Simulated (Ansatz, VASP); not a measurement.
## Ir4Rh: VASP beside Ansatz

Contents of INCAR:

```
PREC     = Accurate       # precision mode
ENCUT    = 520            # plane-wave cutoff, eV
EDIFF    = 1E-7           # SCF threshold, eV
ISMEAR   = 0              # smearing method
SIGMA    = 0.2            # smearing width, eV
LREAL    = F              # projectors in reciprocal space
LASPH    = T              # aspherical terms in the spheres
NELM     = 80             # most SCF steps
ALGO     = Fast           # electronic algorithm
ISIF     = 2              # what is computed and relaxed
LWAVE    = F              # write WAVECAR
LCHARG   = F              # write CHGCAR
GGA      = PE             # functional
NBANDS   = 62             # bands
```

File KPOINTS:

```
regular mesh
0
Gamma
  6 6 6
```

POSCAR

```
Ir4Rh
1.0
    0.0000000000      0.0000000000     -4.4341790000
    0.0000000000      4.7539300000      0.0000000000
    6.8583190000     -2.3769650000      0.0000000000
Ir Rh
8 2
Direct
    0.2500000000      0.5345600000      0.3995150000
    0.2500000000      0.7333770000      0.8002360000
    0.2500000000      0.9331410000      0.1997640000
    0.2500000000      0.1350450000      0.6004850000
    0.7500000000      0.4654400000      0.6004850000
    0.7500000000      0.8649550000      0.3995150000
    0.7500000000      0.0668590000      0.8002360000
    0.7500000000      0.2666230000      0.1997640000
    0.2500000000      0.3318280000      0.0000000000
    0.7500000000      0.6681720000      0.0000000000
```

Input for Ansatz:

```yaml
crystal:
  lattice:
    - [0.0, 0.0, -4.434179]
    - [0.0, 4.75393, 0.0]
    - [6.858319, -2.376965, 0.0]
  atoms:
    - { symbol: Ir, position: [0.25, 0.53456, 0.399515] }
    - { symbol: Ir, position: [0.25, 0.733377, 0.800236] }
    - { symbol: Ir, position: [0.25, 0.933141, 0.199764] }
    - { symbol: Ir, position: [0.25, 0.135045, 0.600485] }
    - { symbol: Ir, position: [0.75, 0.46544, 0.600485] }
    - { symbol: Ir, position: [0.75, 0.864955, 0.399515] }
    - { symbol: Ir, position: [0.75, 0.066859, 0.800236] }
    - { symbol: Ir, position: [0.75, 0.266623, 0.199764] }
    - { symbol: Rh, position: [0.25, 0.331828, 0.0] }
    - { symbol: Rh, position: [0.75, 0.668172, 0.0] }
basis:
  ecutwfc: 420
kpoints:
  mp_grid: { grid: [6, 6, 6] }
hamiltonian:
  xc: pbe
scf:
  occupations: { method: gaussian, width: 0.2 }
  lower_state_search: "off"
output:
  forces: true
  stress: true
  eigenvalues: true
```

Alike in both runs: task single point; functional PBE; k mesh 6 × 6 × 6; occupations gaussian, width 0.2 eV; no spin polarisation.

|  | VASP | Ansatz |
| --- | --- | --- |
| version | VASP 6.6.1 | Ansatz 0.2.0 |
| potentials or method | VASP PAW PBE potentials, release 64 (Ir, Rh_pv), cutoff 520 eV | scalar-relativistic, plane waves, PAW |
| valence electrons in the cell | 102 | 170 |

VASP gave:

* gap on the k mesh at the Fermi level (eV): none
* pressure (GPa): 0.6
* traceless stress, the component that is largest in VASP (GPa): 0.94
* rms of the force components (eV/Å): 0.017

Estimate Ansatz's values.

gap on the k mesh at the Fermi level (eV): none; pressure (GPa): 0.2; traceless stress, the component that is largest in VASP (GPa): 0.92; rms of the force components (eV/Å): 0.012.

Atom by atom the forces differ by 0.008 eV/Å (rms over components). A gap of «none» marks a metal or a gap that the smearing closes. The functional is the same, so the differences come from potentials, cutoffs and numerics. VASP's potentials hold 102 valence electrons a cell and Ansatz's 170, so a difference there can come from the potentials and not from the codes.

Neither program's run includes spin-orbit coupling.
